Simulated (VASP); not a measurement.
# AlGaN2 (P-4m2) in VASP: further runs

Runs on AlGaN2. Level: r2SCAN. Tasks: single point.

All numbers are computed with VASP 6.6.1; they aren't measurements. Logs are shortened: lines on timing, memory, paths and dates and some standing lists are left out, and cuts for length are marked.

## 1. The cell of the first run

The structure is tetragonal, space group P-4m2 (No. 115). Conventional cell: a = 3.188 Å, b = 3.188 Å, c = 4.357 Å, α = 90.00°, β = 90.00°, γ = 90.00°. Al (site symmetry -4m2) has 4 N at 1.90 Å within 2.5 Å. Within 2.6 Å of Ga (site symmetry -4m2) lie 4 N at 1.96 Å. N (site symmetry 2mm) has 2 Al at 1.90 Å and 2 Ga at 1.96 Å within 2.5 Å.

## 2. Single point, r2SCAN (strain +0.015 along x and y, -0.015 along z)

The input, POSCAR:

```
AlGaN2
1.0
    3.1879902044      0.0000000000      0.0000000000
    0.0000000000      3.1879902044      0.0000000000
    0.0000000000      0.0000000000      4.3574803709
Al Ga N
1 1 2
Direct
    0.5000000000      0.5000000000      0.5000000000
    0.0000000000      0.0000000000      0.0000000000
    0.5000000000      0.0000000000      0.7382648100
    0.0000000000      0.5000000000      0.2617351900
```

The input, INCAR.step1:

```
PREC = Accurate
ENCUT = 520
ISMEAR = 0
SIGMA = 0.05
LREAL = F
LASPH = T
NELM = 100
NBANDS = 21
GGA = PE
ALGO = Normal
EDIFF = 1E-4
LWAVE = T
LCHARG = F
```

The input, INCAR.step2:

```
PREC = Accurate
ENCUT = 520
EDIFF = 1E-7
ISMEAR = 0
SIGMA = 0.05
LREAL = F
LASPH = T
NELM = 100
ALGO = Normal
ISIF = 2
LWAVE = F
LCHARG = T
METAGGA = R2SCAN
LMIXTAU = T
LELF = T
LVHAR = T
NBANDS = 21
ISTART = 1
```

The input, KPOINTS:

```
regular mesh
0
Gamma
  8 8 6
```

Potentials or basis: VASP PAW PBE potentials, release 64 (Al, Ga_d, N).

On the command line:

```
$ cat potpaw_PBE.64/Al/POTCAR potpaw_PBE.64/Ga_d/POTCAR potpaw_PBE.64/N/POTCAR > POTCAR
$ cp INCAR.step1 INCAR
$ mpirun -np 1 vasp_std > vasp.out
$ cp INCAR.step2 INCAR
$ mpirun -np 1 vasp_std > vasp.out
```

OUTCAR:

```text
PREC = Accurate
   ENCUT = 520
   EDIFF = 1E-7
   ISMEAR = 0
   LREAL = F
   LASPH = T
   NELM = 100
   ISIF = 2
   METAGGA = R2SCAN
   ISTART = 1

 ion  position               nearest neighbor table
   1  0.500  0.500  0.500-   3 1.90   4 1.90   3 1.90   4 1.90   2 3.14   2 3.14   2 3.14   2 3.14
                             2 3.14   2 3.14   2 3.14   2 3.14
   2  0.000  0.000  0.000-   3 1.96   4 1.96   4 1.96   3 1.96   1 3.14   1 3.14   1 3.14   1 3.14
                             1 3.14   1 3.14   1 3.14   1 3.14
   3  0.500  0.000  0.738-   1 1.90   1 1.90   2 1.96   2 1.96
   4  0.000  0.500  0.262-   1 1.90   1 1.90   2 1.96   2 1.96

  LATTYP: Found a simple tetragonal cell.
 ALAT       =     3.1879902044
 C/A-ratio  =     1.3668424592

  Lattice vectors:

 A1 = (   3.1879902044,   0.0000000000,   0.0000000000)
 A2 = (   0.0000000000,   3.1879902044,   0.0000000000)
 A3 = (   0.0000000000,   0.0000000000,   4.3574803709)

Analysis of symmetry for initial positions (statically):
=====================================================================
 Subroutine PRICEL returns:
 Original cell was already a primitive cell.

 Routine SETGRP: Setting up the symmetry group for a
 simple tetragonal supercell.

 Subroutine GETGRP returns: Found  8 space group operations
 (whereof  8 operations were pure point group operations)
 out of a pool of 16 trial point group operations.

The static configuration has the point symmetry D_2d.

Analysis of symmetry for dynamics (positions and initial velocities):
=====================================================================
 Subroutine PRICEL returns:
 Original cell was already a primitive cell.

 Routine SETGRP: Setting up the symmetry group for a
 simple tetragonal supercell.

 Subroutine GETGRP returns: Found  8 space group operations
 (whereof  8 operations were pure point group operations)
 out of a pool of 16 trial point group operations.

The dynamic configuration has the point symmetry D_2d.

 Subroutine INISYM returns: Found  8 space group operations
 (whereof  8 operations are pure point group operations),
 and found     1 'primitive' translations

----------------------------------------------------------------------------------------

                                     Primitive cell

  volume of cell :      44.2863

  direct lattice vectors                    reciprocal lattice vectors
     3.187990204  0.000000000  0.000000000     0.313677250  0.000000000  0.000000000
     0.000000000  3.187990204  0.000000000     0.000000000  0.313677250  0.000000000
     0.000000000  0.000000000  4.357480371     0.000000000  0.000000000  0.229490420

  length of vectors
     3.187990204  3.187990204  4.357480371     0.313677250  0.313677250  0.229490420

  position of ions in fractional coordinates (direct lattice)
     0.500000000  0.500000000  0.500000000
     0.000000000  0.000000000  0.000000000
     0.500000000  0.000000000  0.738264810
     0.000000000  0.500000000  0.261735190

  ion indices of the primitive-cell ions
   primitive index   ion index
                 1           1
                 2           2
                 3           3
                 4           4

----------------------------------------------------------------------------------------

 KPOINTS: regular mesh

Automatic generation of k-mesh.
 Grid dimensions read from file:
 generate k-points for:    8    8    6

 Generating k-lattice:

  Cartesian coordinates                     Fractional coordinates (reciprocal lattice)
     0.039209656  0.000000000  0.000000000     0.125000000  0.000000000  0.000000000
     0.000000000  0.039209656  0.000000000     0.000000000  0.125000000  0.000000000
     0.000000000  0.000000000  0.038248403     0.000000000  0.000000000  0.166666667

  Length of vectors
     0.039209656  0.039209656  0.038248403

  Shift w.r.t. Gamma in fractional coordinates (k-lattice)
     0.000000000  0.000000000  0.000000000

 Subroutine IBZKPT returns following result:
 ===========================================

 Found     60 irreducible k-points:

 Following reciprocal coordinates:
            Coordinates               Weight
  0.000000  0.000000  0.000000      1.000000
  0.125000  0.000000  0.000000      4.000000
  0.250000  0.000000  0.000000      4.000000
  0.375000  0.000000  0.000000      4.000000
  0.500000  0.000000  0.000000      2.000000
  0.125000  0.125000  0.000000      4.000000
[... 16 lines left out ...]
  0.375000  0.125000  0.166667     16.000000
  0.500000  0.125000  0.166667      8.000000
 [... further k-points ...]
   k-points           NKPTS =     60   k-points in BZ     NKDIM =     60   number of bands    NBANDS=     21
   number of dos      NEDOS =    301   number of ions     NIONS =      4
   total plane-waves  NPLWV =  18432
   dimension x,y,z NGX =    24 NGY =   24 NGZ =   32
   dimension x,y,z NGXF=    48 NGYF=   48 NGZF=   64
   ions per type =               1   1   2
   NGX,Y,Z   is equivalent  to a cutoff of  12.52, 12.52, 12.21 a.u.
   NGXF,Y,Z  is equivalent  to a cutoff of  25.03, 25.03, 24.42 a.u.
 SYSTEM =  unknown system
   PREC   = accura    normal or accurate (medium, high low for compatibility)
   ISTART =      1    job   : 0-new  1-cont  2-samecut
   ICHARG =      0    charge: 1-file 2-atom 10-const
   ISPIN  =      1    spin polarized calculation?
   LNONCOLLINEAR =      F non collinear calculations
   LSORBIT =      F    spin-orbit coupling
   LASPH  =      T    aspherical Exc in radial PAW
   ENCUT  =  520.0 eV  38.22 Ry    6.18 a.u.   5.93  5.93  8.10*2*pi/ulx,y,z
   NELM   =    100;   NELMIN=  2; NELMDL=  0     # of ELM steps
   EDIFF  = 0.1E-06   stopping-criterion for ELM
   LREAL  =      F    real-space projection
   EDIFFG = 0.1E-05   stopping-criterion for IOM
   NSW    =      0    number of steps for IOM
   IBRION =     -1    ionic relax: 0-MD 1-quasi-New 2-CG
   NFREE  =      0    steps in history (QN), initial steepest desc. (CG)
   ISIF   =      2    stress and relaxation
   ISYM   =      2    0-nonsym 1-usesym 2-fastsym
   POTIM  = 0.5000    time-step for ionic-motion
   TEBEG  =    0.0;   TEEND  =   0.0 temperature during run
   PSTRESS=    0.0 pullay stress
   NELECT =      26.0000    total number of electrons
   NUPDOWN=      -1.0000    fix difference up-down
   EMIN   =  10.00;   EMAX   =-10.00  energy-range for DOS
   EFERMI =   0.00;   METHOD = LEGACY
   ISMEAR =     0;   SIGMA  =   0.05  broadening in eV -4-tet -1-fermi 0-gaus
   EFERMI_NEDOS =   21; number of points for ismear=-14 and -15
   IALGO  =     38    algorithm
   IMIX   =      4    mixing-type and parameters
     AMIX     =   0.40;   BMIX     =  1.00
     AMIX_MAG =   1.60;   BMIX_MAG =  1.00
  volume/ion in A,a.u.               =      11.07        74.71
  Fermi-wavevector in a.u.,A,eV,Ry     =   1.370806  2.590449 25.566849  1.879110
  Thomas-Fermi vector in A             =   2.496560
   LORBIT       =      0    0 simple, 1 ext, 2 COOP (PROOUT), +10 PAW based schemes
   METAGGA = R2SCAN    functional components
   LHFCALC =     F    Hartree Fock is set to
   AEXX    =    0.0000 exact exchange contribution
   IVDW    =     0    specifies the selected vdW correction
   LEPSILON=     F    determine dielectric tensor
   LRPA    =     F    only Hartree local field effects (RPA)
 non-spin polarized calculation
 Gauss-broadening in eV      SIGMA  =   0.05
  energy-cutoff  :      520.00
  volume of cell :       44.29
 maximum number of plane-waves:      1224
 NGX is ok and might be reduce to    24
   NGX = 11   NGY = 11   NGZ = 17

 number of electron      25.9999993 magnetization

 Free energy of the ion-electron system (eV)
  ---------------------------------------------------
  ext. energy  EPLUGINS =         0.00000000
  ---------------------------------------------------
  free energy    TOTEN  =       -41.05753878 eV

  energy without entropy =      -41.05753878  energy(sigma->0) =      -41.05753878

 E-fermi :   5.4819     XC(G=0): -11.9918

 val. band max:        5.1956422566   @ k =   0.0000   0.0000   0.0000
 cond. band min:       8.4771349123   @ k =   0.0000   0.0000   0.0000
 fundamental gap:      3.2814926557
 Fermi energy:         5.4818557070

 k-point     1 :       0.0000    0.0000    0.0000
  band No.  band energies     occupation
      1     -10.9430      2.00000
      2      -9.3940      2.00000
      3      -8.1069      2.00000
      4      -8.1069      2.00000
      5      -8.0363      2.00000
      6      -7.8819      2.00000
[... 13 lines left out ...]
     20      19.2052      0.00000
     21      20.9564      0.00000

 k-point     2 :       0.1250    0.0000    0.0000
  band No.  band energies     occupation
      1     -10.8151      2.00000
      2      -9.3974      2.00000
      3      -8.1073      2.00000
      4      -8.1045      2.00000
      5      -8.0177      2.00000
      6      -7.8923      2.00000
[... 13 lines left out ...]
     20      18.9975      0.00000
     21      20.4451      0.00000

 k-point     3 :       0.2500    0.0000    0.0000
  band No.  band energies     occupation
      1     -10.4712      2.00000
      2      -9.4209      2.00000
      3      -8.0985      2.00000
      4      -8.0815      2.00000
      5      -7.9521      2.00000
      6      -7.9172      2.00000
[... 13 lines left out ...]
     20      18.4051      0.00000
     21      19.3278      0.00000
[... 457 lines left out ...]
 k-point    23 :       0.3750    0.1250    0.1667
  band No.  band energies     occupation
      1      -9.9215      2.00000
      2      -9.4836      2.00000
      3      -8.0970      2.00000
      4      -7.9948      2.00000
      5      -7.9608      2.00000
      6      -7.7007      2.00000
[... 13 lines left out ...]
     20      18.1626      0.00000
     21      18.3858      0.00000

 k-point    24 :       0.5000    0.1250    0.1667
  band No.  band energies     occupation
      1      -9.7034      2.00000
      2      -9.5665      2.00000
      3      -8.0912      2.00000
      4      -7.9813      2.00000
      5      -7.9719      2.00000
      6      -7.4360      2.00000
[... 13 lines left out ...]
     20      18.0657      0.00000
     21      18.1790      0.00000

 [... further k-points ...]
[... 5 lines left out ...]
  --------------------------------------------------------------------------------------
  -------------------------------------------------------------------------------------
  Total       -1.2235080     -1.2235080     -0.1053020      0.0000000      0.0000000     -0.0000000
  in kB      -44.2637306    -44.2637306     -3.8095870      0.0000000      0.0000000     -0.0000000
  external PRESSURE =     -30.7790161 kB  Pullay stress =       0.0000000 kB

 VOLUME and BASIS-vectors are now :
 -----------------------------------------------------------------------------
  energy-cutoff  :      520.00
  volume of cell :       44.29
      direct lattice vectors                 reciprocal lattice vectors
     3.187990204  0.000000000  0.000000000     0.313677250  0.000000000  0.000000000
     0.000000000  3.187990204  0.000000000     0.000000000  0.313677250  0.000000000
     0.000000000  0.000000000  4.357480371     0.000000000  0.000000000  0.229490420

 POSITION                                       TOTAL-FORCE (eV/Angst)
 -----------------------------------------------------------------------------------
      1.59400      1.59400      2.17874        -0.000000      0.000000      0.000000
      0.00000      0.00000      0.00000         0.000000     -0.000000      0.000000
      1.59400      0.00000      3.21697         0.000000     -0.000000     -0.046594
      0.00000      1.59400      1.14051        -0.000000     -0.000000      0.046594
 -----------------------------------------------------------------------------------
    total drift:                                0.000000      0.000000      0.000000

  FREE ENERGIE OF THE ION-ELECTRON SYSTEM (eV)
  ---------------------------------------------------
  free  energy   TOTEN  =       -41.0575387831 eV

  energy  without entropy=      -41.0575387831  energy(sigma->0) =      -41.05753878
```

It took 1.9 min on 1 thread of Intel Xeon Platinum 8259CL at 2.50GHz (Skylake/Cascade Lake), shared host; peak memory 0.2 GiB.

Results:

```yaml
Free_energy: -41.0575 eV
Pressure: -3.1 GPa
Largest_force: 0.047 eV/Å
Band_gap_on_the_k_mesh: 3.28 eV, direct
```

Forces in eV/Å, atoms in the order of the input:
```
Al   0.000  0.000  0.000
Ga   0.000  0.000  0.000
N    0.000  0.000 -0.047
N    0.000  0.000  0.047
```

Levels at points of the mesh, in eV from the valence-band top:
```
           k point  band 9  band 10  band 11  band 12  band 13  band 14  band 15  band 16  band 17  band 18
(0.00, 0.00, 0.00)   -2.47    -2.47    -0.10     0.00     0.00     3.28     4.02     7.98    12.01    12.01
(0.50, 0.00, 0.00)   -4.40    -2.78    -2.69    -1.12    -0.75     7.60     7.74     8.49     8.89    11.35
(0.50, 0.50, 0.00)   -5.03    -2.20    -2.16    -2.16    -2.13     3.93     3.93     7.12     9.63    13.37
(0.00, 0.00, 0.50)   -2.40    -1.66    -1.66    -1.04    -1.04     5.84     6.03     8.51     9.79    12.22
(0.50, 0.00, 0.50)   -6.14    -1.09    -0.76    -0.61    -0.43     5.70     7.18     9.95    10.21    10.63
(0.50, 0.50, 0.50)   -4.39    -3.92    -3.26    -3.15    -3.15     6.98     6.98     9.50    11.55    12.24
```

Caveat: the cell differs from its parent crystal (strain +0.015 along x and y, -0.015 along z); the PAW data sets were made with another functional, which shifts forces and pressure a little.

## 3. Single point, r2SCAN (strain +0.030 along x and y, +0.000 along z)

The input, POSCAR:

```
AlGaN2
1.0
    3.2351033602      0.0000000000      0.0000000000
    0.0000000000      3.2351033602      0.0000000000
    0.0000000000      0.0000000000      4.4238379400
Al Ga N
1 1 2
Direct
    0.5000000000      0.5000000000      0.5000000000
    0.0000000000      0.0000000000      0.0000000000
    0.5000000000      0.0000000000      0.7382648100
    0.0000000000      0.5000000000      0.2617351900
```

The input, INCAR.step1:

```
PREC = Accurate ; ENCUT = 520
ISMEAR = 0 ; SIGMA = 0.05
LREAL = False ; LASPH = True
NELM = 60 ; NBANDS = 21
GGA = PE ; ALGO = Normal
EDIFF = 1E-4 ; LWAVE = True
LCHARG = False
```

The input, INCAR.step2:

```
PREC = Accurate ; ENCUT = 520
EDIFF = 1E-6 ; ISMEAR = 0
SIGMA = 0.05 ; LREAL = False
LASPH = True ; NELM = 60
ALGO = Normal ; ISIF = 2
LWAVE = False ; LCHARG = True
METAGGA = R2SCAN ; LMIXTAU = True
LELF = True ; LVHAR = True
NBANDS = 21 ; ISTART = 1
```

KPOINTS is that of step 2.

Potentials or basis: VASP PAW PBE potentials, release 64 (Al, Ga_d, N).

On the command line:

```
$ cat potpaw_PBE.64/Al/POTCAR potpaw_PBE.64/Ga_d/POTCAR potpaw_PBE.64/N/POTCAR > POTCAR
$ cp INCAR.step1 INCAR
$ mpirun -np 1 vasp_std > vasp.out
$ cp INCAR.step2 INCAR
$ mpirun -np 1 vasp_std > vasp.out
```

Wall time 1.8 min (1 thread of Intel Xeon Platinum 8259CL at 2.50GHz (Skylake/Cascade Lake), shared host); peak memory 0.2 GiB.

Results (log left out):

| Quantity | Value |
| --- | --- |
| Free energy | -40.9708 eV |
| Pressure | -10.8 GPa |
| Largest force | 0.039 eV/Å |
| Band gap on the k mesh | 2.94 eV, direct |

Forces on the atoms (eV/Å):
```
Al   0.000  0.000  0.000
Ga   0.000  0.000  0.000
N    0.000  0.000 -0.039
N    0.000  0.000  0.039
```

Stress tensor (GPa, compression positive):
```
-12.12   0.00   0.00
  0.00 -12.12   0.00
  0.00   0.00  -8.09
```

Levels at points of the mesh, in eV from the valence-band top:
| k point | band 9 | band 10 | band 11 | band 12 | band 13 | band 14 | band 15 | band 16 | band 17 | band 18 |
| --- | --- | --- | --- | --- | --- | --- | --- | --- | --- | --- |
| (0.00, 0.00, 0.00) | -2.36 | -2.36 | -0.08 | 0.00 | 0.00 | 2.94 | 3.98 | 7.71 | 11.65 | 11.65 |
| (0.50, 0.00, 0.00) | -4.29 | -2.65 | -2.59 | -1.07 | -0.71 | 7.18 | 7.57 | 8.33 | 8.54 | 10.98 |
| (0.50, 0.50, 0.00) | -4.91 | -2.11 | -2.06 | -2.06 | -2.03 | 3.90 | 3.90 | 6.82 | 9.39 | 12.98 |
| (0.00, 0.00, 0.50) | -2.39 | -1.58 | -1.58 | -1.01 | -1.01 | 5.62 | 5.78 | 8.15 | 9.46 | 12.02 |
| (0.50, 0.00, 0.50) | -5.91 | -1.05 | -0.72 | -0.59 | -0.42 | 5.34 | 6.84 | 9.69 | 9.92 | 10.41 |
| (0.50, 0.50, 0.50) | -4.29 | -3.72 | -3.13 | -2.99 | -2.99 | 6.85 | 6.85 | 9.00 | 11.32 | 11.81 |

Caveat: the cell differs from its parent crystal (strain +0.030 along x and y, +0.000 along z); the PAW data sets were made with another functional, which shifts forces and pressure a little.

## 4. Single point, r2SCAN (strain +0.030 along x and y, +0.015 along z)

POSCAR: that of step 3 with these lines changed.

```diff
@@ -4,3 +4,3 @@
     0.0000000000      3.2351033602      0.0000000000
-    0.0000000000      0.0000000000      4.4238379400
+    0.0000000000      0.0000000000      4.4901955091
 Al Ga N
```

The input, INCAR.step1:

```
PREC = Accurate ; ENCUT = 520
ISMEAR = 0 ; SIGMA = 0.05
LREAL = F ; LASPH = T
NELM = 100 ; NBANDS = 21
GGA = PE ; ALGO = Normal
EDIFF = 1E-4 ; LWAVE = T
LCHARG = F
```

The input, INCAR.step2:

```
PREC = Accurate ; ENCUT = 520
EDIFF = 1E-7 ; ISMEAR = 0
SIGMA = 0.05 ; LREAL = F
LASPH = T ; NELM = 100
ALGO = Normal ; ISIF = 2
LWAVE = F ; LCHARG = F
METAGGA = R2SCAN ; LMIXTAU = T
NBANDS = 21 ; ISTART = 1
```

KPOINTS is that of step 3.

On the command line:

```
$ cat potpaw_PBE.64/Al/POTCAR potpaw_PBE.64/Ga_d/POTCAR potpaw_PBE.64/N/POTCAR > POTCAR
$ cp INCAR.step1 INCAR
$ mpirun -np 1 vasp_std > vasp.out
$ cp INCAR.step2 INCAR
$ mpirun -np 1 vasp_std > vasp.out
```

It took 2.4 min on 1 thread of Intel Xeon Platinum 8259CL at 2.50GHz (Skylake/Cascade Lake), shared host; peak memory 0.2 GiB.

It converged, with:

```yaml
Free_energy: -40.9284 eV
Pressure: -13.0 GPa
Largest_force: 0.017 eV/Å
Band_gap_on_the_k_mesh: 2.82 eV, direct
```

Forces in eV/Å, atoms in the order of the input:
```
Al   0.000  0.000  0.000
Ga   0.000  0.000  0.000
N    0.000  0.000 -0.017
N    0.000  0.000  0.017
```

Stress tensor (GPa, compression positive):
```
-13.73   0.00   0.00
  0.00 -13.73   0.00
  0.00   0.00 -11.58
```

Levels at points of the mesh, in eV from the valence-band top:
| k point | band 11 | band 12 | band 13 | band 14 | band 15 | band 16 |
| --- | --- | --- | --- | --- | --- | --- |
| (0.00, 0.00, 0.00) | -0.13 | 0.00 | 0.00 | 2.82 | 3.99 | 7.77 |
| (0.50, 0.00, 0.00) | -2.65 | -1.02 | -0.65 | 7.06 | 7.51 | 8.35 |
| (0.50, 0.50, 0.00) | -2.08 | -2.08 | -2.06 | 3.84 | 3.84 | 6.61 |
| (0.00, 0.00, 0.50) | -1.52 | -0.96 | -0.96 | 5.51 | 5.64 | 8.05 |
| (0.50, 0.00, 0.50) | -0.77 | -0.54 | -0.50 | 5.21 | 6.72 | 9.58 |
| (0.50, 0.50, 0.50) | -3.10 | -2.96 | -2.96 | 6.70 | 6.70 | 8.79 |

Caveat: the cell differs from its parent crystal (strain +0.030 along x and y, +0.015 along z); the PAW data sets were made with another functional, which shifts forces and pressure a little.

## 5. Overview

```csv
cell,gap on the mesh (eV),pressure (GPa),largest force (eV/Å)
"a = 3.188, b = 3.188, c = 4.357 Å, 4 atoms",3.28,-3.1,0.05
"a = 3.235, b = 3.235, c = 4.424 Å, 4 atoms",2.94,-10.8,0.04
"a = 3.235, b = 3.235, c = 4.490 Å, 4 atoms",2.82,-13.0,0.02
```

Alike in all rows: task single point; level r2SCAN; potentials or basis VASP PAW PBE potentials, release 64 (Al, Ga_d, N); no spin polarisation; k mesh 8 × 8 × 6; cutoff (eV) 520; smearing gaussian 0.05 eV.

Caveats: the PAW data sets were made with another functional, which shifts forces and pressure a little.

Total energies depend on the potentials used, so only differences within one code and one set of settings carry meaning.
